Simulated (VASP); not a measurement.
A run of VASP 6.6.1:

The input INCAR:

```
SYSTEM = Mg6F
PREC = Accurate
ENCUT = 520
EDIFF = 1E-6
ISMEAR = 0
SIGMA = 0.1
LREAL = .FALSE.
LASPH = .TRUE.
NELM = 100
ALGO = Normal
ISIF = 2
LWAVE = .FALSE.
LCHARG = .FALSE.
LDIPOL = .TRUE.
IDIPOL = 3
DIPOL = 0.5 0.5 0.315
GGA = PE
NBANDS = 18
```

File KPOINTS:

```
regular mesh
0
G
  9 4 1
  0 0 0
```

Contents of POSCAR:

```
Mg6F
1.0
    3.2034417932      0.0000000000      0.0000000000
   -1.6017208966      7.8153198520      0.0000000000
    0.0000000000      0.0000000000     20.9851131634
Mg F
6 1
Direct
    0.8493879956      0.6987759913      0.1906113143
    0.5210014932      0.0420029864      0.2197581863
    0.1926149907      0.3852299814      0.2489050583
    0.3710660944      0.7414803149      0.3283003664
    0.0426232582      0.0834482649      0.3542380799
    0.7128162912      0.4251093731      0.3805132287
    0.7128162912      1.3001093731      0.4820137535
```

Potentials or basis: VASP PAW PBE potentials, release 64 (Mg, F).

The run is started by

```bash
$ cat potpaw_PBE.64/Mg/POTCAR potpaw_PBE.64/F/POTCAR > POTCAR
$ mpirun -np 1 vasp_std > vasp.out
```

Hardware: 1 thread of Oxide Virtual Turin-like Processor, on a shared host.

How long does it take, and how much memory?

Wall time 8.1 min on 1 thread of Oxide Virtual Turin-like Processor (shared host), peak memory 0.54 GiB. Counts: scf iterations 22, k points 19.
